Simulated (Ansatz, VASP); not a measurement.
Two plane-wave programs on Ni

Contents of INCAR:

```
SYSTEM = Ni
ALGO     = Normal         ! electronic algorithm
EDIFF    = 1E-7           ! SCF threshold, eV
ENCUT    = 520            ! plane-wave cutoff, eV
GGA      = PS             ! functional
ISIF     = 2              ! what is computed and relaxed
ISMEAR   = -1             ! smearing method
ISPIN    = 2              ! spin polarisation
LASPH    = .True.         ! aspherical terms in the spheres
LCHARG   = .True.         ! write CHGCAR
LELF     = .True.         ! ELF
LMAXMIX  = 4              ! l up to which the mixer works
LORBIT   = 11             ! projections on sites
LREAL    = .False.        ! projectors in reciprocal space
LVHAR    = .True.       
LWAVE    = .False.        ! write WAVECAR
MAGMOM   = -0.545 -0.545  ! initial moments
NBANDS   = 21             ! bands
NELM     = 150            ! most SCF steps
PREC     = Accurate       ! precision mode
SIGMA    = 0.05           ! smearing width, eV
```

Contents of KPOINTS:

```
k-points
0
Gamma
  13 13 13
  0 0 0
```

Contents of POSCAR:

```
Ni
1.0
    2.6338933976      0.0000000000      0.0000000000
    0.0000000000      2.6338933976      0.0000000000
    0.0000000000      0.0000000000      2.6338933976
Ni
2
Direct
    0.0000000000      0.0000000000      0.0000000000
    0.5000000000      0.5000000000      0.5000000000
```

Input for Ansatz:

```yaml
crystal:
  lattice:
    - [2.6338933976, 0.0, 0.0]
    - [0.0, 2.6338933976, 0.0]
    - [0.0, 0.0, 2.6338933976]
  atoms:
    - { symbol: Ni, position: [0.0, 0.0, 0.0], spin: -0.545 }
    - { symbol: Ni, position: [0.5, 0.5, 0.5], spin: -0.545 }
hamiltonian:
  xc: pbesol
  pseudopotentials:
    kind: paw
    azcp:
      Ni: "pseudopotentials/Ni.paw.azcp"
basis:
  ecutwfc: 420
  fft_grid_basis: typed
kpoints:
  mp_grid: { grid: [13, 13, 13], shift: [0, 0, 0] }
magnetization:
  spin_polarized: true
scf:
  occupations: { method: fermi_dirac, width: 0.05 }
  lower_state_search: "off"
output:
  stress: true
  write_density: true
  write_potential: true
  elf: true
  volumetric_format: npy
```

Alike in both runs: task single point; functional PBEsol; k mesh 13 × 13 × 13; occupations fermi-dirac, width 0.05 eV; collinear spin.

|  | VASP | Ansatz |
| --- | --- | --- |
| version | VASP 6.6.1 | Ansatz 0.2.0 |
| potentials or method | VASP PAW PBE potentials, release 64 (Ni), cutoff 520 eV | plane waves (420 eV) with PAW, scalar-relativistic |
| valence electrons in the cell | 20 | 36 |

```csv
,VASP,Ansatz,Ansatz less VASP
net moment per atom (μB),0.00,0.00,0.000
```

VASP's potentials were made for PBE, not for PBEsol, and Ansatz warns of the same on its side. The functional is the same, so the differences come from potentials, cutoffs and numerics. VASP's potentials hold 20 valence electrons a cell and Ansatz's 36, so a difference there can come from the potentials and not from the codes. Ansatz's warnings: seeded moment not kept.
